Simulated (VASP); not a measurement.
In, 1 atom in the cell. Symmetry: I4/mmm, No. 139, tetragonal system. The conventional cell has a = 3.350 Å, b = 3.350 Å, c = 5.022 Å, α = 90.00°, β = 90.00°, γ = 90.00°. Within 4.4 Å of In (site symmetry 4/mmm) lie 12 In at 3.35 to 3.45 Å.  This cell differs from its parent crystal: strain +0.030 along x and y, +0.015 along z.

* Program: VASP 6.6.1
* Task: single point
* Functional: PBEsol
* Potentials or basis: VASP PAW PBE potentials, release 64 (In_d)
* Cutoff: 520 eV
* k mesh: 20 × 20 × 20
* Occupations: gaussian, width 0.15 eV
* Spin: no spin polarisation
* Dipole correction: no
* Further INCAR settings: ALGO = Fast; EDIFF = 1e-06; NBANDS = 12

Potentials or basis: VASP PAW PBE potentials, release 64 (In_d).

Command:

```sh
$ cat potpaw_PBE.64/In_d/POTCAR > POTCAR
$ mpirun -np 1 vasp_std > vasp.out
```

Hardware: 1 thread of Intel(R) Xeon(R) 6975P-C (Granite Rapids), with other jobs on the host.

Question: How long does it take, and how much memory?

Answer: Wall time 110 s on 1 thread of Intel(R) Xeon(R) 6975P-C (Granite Rapids) (shared host), peak memory 0.32 GiB. Counts: scf iterations 14, k points 641.
